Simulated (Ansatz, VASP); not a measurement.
**One calculation of MgCd3Se4, two programs**

```
Mg Cd Se
1.0
    -3.07233    3.07233    6.14302
     3.07233   -3.07233    6.14302
     3.07233    3.07233   -6.14302
Mg Cd Se
1 3 4
Direct
  0.00000 0.00000 0.00000
  0.25000 0.75000 0.50000
  0.75000 0.25000 0.50000
  0.50000 0.50000 0.00000
  0.87817 0.36651 0.00000
  0.36651 0.87817 0.00000
  0.12183 0.12183 0.48833
  0.63349 0.63349 0.51167
```

Alike in both runs: functional PBE; k mesh 6 × 6 × 6; no spin polarisation.

Ansatz relaxed the structure, and its values are those at the end. VASP's run is a single point on that final structure, the one shown.

|  | VASP | Ansatz |
| --- | --- | --- |
| version | VASP 6.6.1 | Ansatz 0.2.0 |
| potentials or method | VASP PAW PBE potentials, release 64 (Mg, Cd, Se), cutoff 600 eV | scalar-relativistic, plane waves, PAW |
| occupations | gaussian, width 0.01 eV | fixed |
| valence electrons in the cell | 62 | 134 |

|  | VASP | Ansatz | Ansatz less VASP |
| --- | --- | --- | --- |
| gap on the k mesh at the Fermi level (eV) | 0.99 | 0.99 | +0.001 |
| least direct gap on the mesh (eV) | 0.99 | 0.99 | +0.001 |
| pressure (GPa) | 0.1 | 0.0 | -0.14 |
| rms of the force components (eV/Å) | 0.013 | 0.000 | -0.0129 |

VASP's potentials hold 62 valence electrons a cell and Ansatz's 134, so a difference there can come from the potentials and not from the codes.
